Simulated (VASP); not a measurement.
Wanted: the native input for a VASP 6.6.1 run.

* Task: single point
* Functional: PBE
* Potentials or basis: VASP PAW PBE potentials, release 64 (Al, O, N)
* Cutoff: 520 eV
* k mesh: 1 × 1 × 1, shifted
* Occupations: gaussian, width 0.01 eV
* Spin: no spin polarisation
* Dipole correction: no
* Further INCAR settings: LREAL = Auto; ALGO = Normal; EDIFF = 1e-06; NBANDS = 84; ISYM = -1

The structure of Al15N15O (a cell with a defect) lies in POSCAR:

```
Al15N15O
1.0
    6.2595139102      0.0000000601      0.0000000000
   -3.1297570100      5.4208980298      0.0000000000
    0.0000000000      0.0000000000     10.0348065900
Al O N
15 1 15
Direct
    0.3278132277      0.1711629180      0.2515751016
    0.3275126723      0.1712930247      0.7507968260
    0.1631916049      0.3355255509      0.9993389519
    0.3451915778      0.6812959606      0.2445993458
    0.1808955972      0.8504441047      0.5022411625
    0.3289555594      0.6571337862      0.7496087600
    0.1672972490      0.8359597377      1.0006126037
    0.8174578882      0.1537854249      0.2443457441
    0.6486094827      0.3179076534      0.5020462069
    0.8415588369      0.1696675748      0.7497291617
    0.6627950196      0.3316195836      1.0005985059
    0.8350267926      0.6641688819      0.2468237638
    0.6881918235      0.8109564066      0.5163661549
    0.8386167704      0.6600798316      0.7527788600
    0.6672585188      0.8314187848      0.9945406424
    0.3285928003      0.1704040557      0.4355658603
    0.1609801460      0.3377014283      0.1984551871
    0.3299938504      0.1687113300      0.9429895494
    0.1663786289      0.3323179440      0.6969153395
    0.4276494209      0.7983120580      0.4246782996
    0.1681208279      0.8378597798      0.1905590557
    0.3311037798      0.6704534317      0.9423433940
    0.1723637387      0.8349302452      0.6886756852
    0.6998902548      0.0706633453      0.4240645472
    0.6611002378      0.3311597290      0.1905218819
    0.8280876040      0.1675511990      0.9424209975
    0.6637845344      0.3260391506      0.6885641167
    0.8462730836      0.6526256485      0.4393219714
    0.6724041208      0.8265867885      0.1821452701
    0.8340644466      0.6646541419      0.9400924085
    0.6719892800      0.8264193443      0.6983938803
```

These files were run (other wordings do the same):

INCAR

```
SYSTEM = Al15N15O
PREC     = Accurate       ! precision mode
ENCUT    = 520            ! plane-wave cutoff, eV
EDIFF    = 1E-6           ! SCF threshold, eV
ISMEAR   = 0              ! smearing method
SIGMA    = 0.01           ! smearing width, eV
LREAL    = Auto         
LASPH    = .True.         ! aspherical terms in the spheres
NELM     = 120            ! most SCF steps
ALGO     = Normal         ! electronic algorithm
ISIF     = 2              ! what is computed and relaxed
LWAVE    = .False.        ! write WAVECAR
LCHARG   = .False.        ! write CHGCAR
GGA      = PE             ! functional
NBANDS   = 84             ! bands
GGA_COMPAT= .False.      
ISYM     = -1
```

KPOINTS

```
explicit points
1
Reciprocal
  0.25000000   0.25000000   0.25000000 1
```

Potentials or basis: VASP PAW PBE potentials, release 64 (Al, O, N).

The run is started by

```console
$ cat potpaw_PBE.64/Al/POTCAR potpaw_PBE.64/O/POTCAR potpaw_PBE.64/N/POTCAR > POTCAR
$ mpirun -np 1 vasp_std > vasp.out
```

It gave:

```
Pressure               : 0.1 GPa
Largest force          : 0.030 eV/Å
Band gap on the k mesh : 2.65 eV
```

Wall time 110 s on 1 thread of Intel(R) Xeon(R) Platinum 8488C (Sapphire Rapids) (shared host), peak memory 0.4 GiB.
